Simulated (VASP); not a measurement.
Crystal: PbO2.

```
Pb O
1.0
     0.00000    2.70199    2.70199
     2.70199    0.00000    2.70199
     2.70199    2.70199    0.00000
Pb O
1 2
Cartesian
  0.0000 0.0000 0.0000
  4.0530 4.0530 4.0530
  1.3510 1.3510 1.3510
```

- Program: VASP 6.6.1
- Task: relaxation of cell and atoms
- Functional: LDA
- Potentials or basis: VASP PAW LDA potentials, release 64 (Pb_d, O)
- Cutoff: 600 eV
- k mesh: 9 × 9 × 9
- Occupations: fermi-dirac, width 0.05 eV
- Spin: no spin polarisation

At the start: pressure -9.9 GPa; volume 13.15 Å³/atom.

**Question.** How do energy, volume and symmetry change on relaxing?

**Answer.** Over 3 steps the energy falls by 29.1 meV/atom and the volume is 12.27 Å³/atom (-6.7 %); space group Fm-3m (No. 225, to 0.1 Å) before and after.

Step by step:
| step | energy change (eV) | largest force (eV/Å) | pressure (GPa) | volume (Å³) |
| --- | --- | --- | --- | --- |
| 1 | 0.0000 | 0.0000 | -9.94 | 39.45 |
| 2 | -0.0348 | 0.0000 | 9.62 | 34.97 |
| 3 | -0.0873 | 0.0000 | -0.05 | 36.82 |

Final structure:
```cif
data_structure
_symmetry_space_group_name_H-M 'P 1'
_symmetry_Int_Tables_number 1
_cell_length_a 3.7344
_cell_length_b 3.7344
_cell_length_c 3.7344
_cell_angle_alpha 60.000
_cell_angle_beta 60.000
_cell_angle_gamma 60.000
_cell_volume 36.82
loop_
_atom_site_label
_atom_site_type_symbol
_atom_site_fract_x
_atom_site_fract_y
_atom_site_fract_z
_atom_site_occupancy
Pb1 Pb 0.00000 0.00000 0.00000 1
O1 O 0.75000 0.75000 0.75000 1
O2 O 0.25000 0.25000 0.25000 1
```
